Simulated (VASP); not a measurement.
Wanted: the native input for a VASP 6.6.1 run.

```
Task                   : single point
Functional             : PBEsol
Potentials or basis    : VASP PAW PBE potentials, release 64 (Mn_pv)
Cutoff                 : 520 eV
k mesh                 : 13 × 13 × 13
Occupations            : fermi-dirac, width 0.05 eV
Spin                   : collinear spin, antiferromagnetic start
Starting moments       : [1.918, -1.918] μB
Dipole correction      : no
Further INCAR settings : ALGO = Normal; EDIFF = 1e-06; NBANDS = 24
```

The structure of Mn lies in POSCAR:

```
Mn
1.0
    0.0000000000      2.2195369341      2.2195369341
    2.2195369341      0.0000000000      2.2195369341
    2.2195369341      2.2195369341      0.0000000000
Mn
2
Direct
    0.0000000000      0.0000000000      0.0000000000
    0.5000000000      0.5000000000      0.5000000000
```

This cell differs from its parent crystal: volume scaled by 0.88.

The input as run:

INCAR

```
SYSTEM = Mn
PREC = Accurate ; ENCUT = 520
EDIFF = 1E-6 ; ISMEAR = -1
SIGMA = 0.05 ; LREAL = .FALSE.
LASPH = .TRUE. ; NELM = 150
ALGO = Normal ; ISIF = 2
LWAVE = .FALSE. ; LCHARG = .FALSE.
ISPIN = 2 ; MAGMOM = 1.918 -1.918
LORBIT = 11 ; LMAXMIX = 4
GGA = PS ; NBANDS = 24
```

KPOINTS

```
regular mesh
0
G
  13 13 13
  0 0 0
```

Potentials or basis: VASP PAW PBE potentials, release 64 (Mn_pv).

Command:

```sh
$ cat potpaw_PBE.64/Mn_pv/POTCAR > POTCAR
$ mpirun -np 1 vasp_std > vasp.out
```

Results of the run:

| Quantity | Value |
| --- | --- |
| Pressure | 23.1 GPa |
| Band gap on the k mesh | zero (filled and empty bands overlap) |
| Net moment | 0.00 μB per cell |
| Site moments | Mn +1.47, -1.47 μB |
| Valence electrons inside the program's atomic spheres | Mn 12.17 |

Caveat: the PAW data sets were made with another functional, which shifts forces and pressure a little.

Wall time 47 s on 1 thread of Intel(R) Xeon(R) Platinum 8259CL CPU @ 2.50GHz (Skylake/Cascade Lake), on a shared host, peak memory 0.19 GiB.
